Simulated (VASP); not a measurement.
## Al2Pd: relaxation of cell and atoms with LDA

Al2Pd:

```
CELL_PARAMETERS angstrom
0.00000 2.94954 2.94954
2.94954 0.00000 2.94954
2.94954 2.94954 0.00000
ATOMIC_POSITIONS crystal
Al 0.25000 0.25000 0.25000
Al 0.75000 0.75000 0.75000
Pd 0.00000 0.00000 0.00000
```

```yaml
Program: VASP 6.6.1
Task: relaxation of cell and atoms
Functional: LDA
Potentials_or_basis: VASP PAW LDA potentials, release 64 (Al, Pd)
Cutoff: 600 eV
k_mesh: 6 × 6 × 6
Occupations: fermi-dirac, width 0.05 eV
Spin: no spin polarisation
Dipole_correction: no
Further_INCAR_settings: ALGO = Normal; EDIFF = 1e-06; IBRION = 2; EDIFFG = -0.01; NSW = 80; ISIF = 3
```

The relaxed volume is 16.62 Å³/atom, the relaxed cell is a = 4.131 Å, b = 4.131 Å, c = 4.131 Å, α = 60.00°, β = 60.00°, γ = 60.00° and the space group after relaxing (to 0.05 Å) is Fm-3m (No. 225). The energy gained by relaxing is 5.3 meV/atom. The ionic steps are 3. The pressure after relaxing is 0.0 GPa and the band gap on the k mesh is zero (band 8 reaches 11.85 eV, above the bottom of band 9 at 6.32 eV).

The path:
| step | energy change (eV) | largest force (eV/Å) | pressure (GPa) | volume (Å³) |
| --- | --- | --- | --- | --- |
| 1 | 0.0000 | 0.0000 | -3.39 | 51.32 |
| 2 | -0.0043 | 0.0000 | 3.24 | 48.68 |
| 3 | -0.0159 | 0.0000 | -0.01 | 49.86 |

Final structure:
```yaml
crystal:
  lattice:
    - [0.00000, 2.92134, 2.92134]
    - [2.92134, 0.00000, 2.92134]
    - [2.92134, 2.92134, 0.00000]
  atoms:
    - { symbol: Al, position: [0.25000, 0.25000, 0.25000] }
    - { symbol: Al, position: [0.75000, 0.75000, 0.75000] }
    - { symbol: Pd, position: [0.00000, 0.00000, 0.00000] }
```

Levels at points of the mesh, in eV from the Fermi level:
| k point | band 6 | band 7 | band 8 | band 9 | band 10 | band 11 |
| --- | --- | --- | --- | --- | --- | --- |
| (0.00, 0.00, 0.00) | -3.84 | 3.29 | 4.07 | 4.07 | 4.07 | 4.69 |
| (0.50, 0.00, 0.00) | -3.67 | -3.46 | 1.23 | 1.23 | 3.95 | 4.51 |
| (0.50, 0.50, 0.00) | -3.45 | -2.86 | -1.46 | -1.46 | 2.31 | 3.19 |

Run time: 20 s on 1 thread of Intel Xeon 6975P-C, with other jobs on the host, peak memory 0.18 GiB.
